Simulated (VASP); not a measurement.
A run of VASP 6.6.1:

The input INCAR:

```
SYSTEM = TiTe2
  PREC = Accurate
  ENCUT = 520
  EDIFF = 1E-6
  ISMEAR = -1
  SIGMA = 0.05
  LREAL = .FALSE.
  LASPH = .TRUE.
  NELM = 80
  ALGO = Normal
  ISIF = 2
  LWAVE = .FALSE.
  LCHARG = .FALSE.
  GGA = CA
  NBANDS = 19
```

The input KPOINTS:

```
Automatic mesh
0
G
  8 8 4
  0 0 0
```

File POSCAR:

```
TiTe2
1.0
    3.6758281798      0.0000000000      0.0000000000
   -1.8379140899      3.1833605837      0.0000000000
    0.0000000000      0.0000000000      6.3056114865
Te Ti
2 1
Direct
    0.3333333333      0.6666666667      0.7304875417
    0.6666666667      0.3333333333      0.2695124583
    0.0000000000      0.0000000000      0.0000000000
```

Potentials or basis: VASP PAW LDA potentials, release 64 (Te, Ti_sv).

The run is started by

```console
$ cat potpaw_LDA.64/Te/POTCAR potpaw_LDA.64/Ti_sv/POTCAR > POTCAR
$ mpirun -np 1 vasp_std > vasp.out
```

Hardware: 1 thread of AMD EPYC 9R45 96-Core Processor (Zen 5) (shared host).

Q: How long does it take, and how much memory?

A: It took 20 s on 1 thread of AMD EPYC 9R45 96-Core Processor (Zen 5), on a shared host, peak memory 0.16 GiB. Counts: scf iterations 16, k points 35.
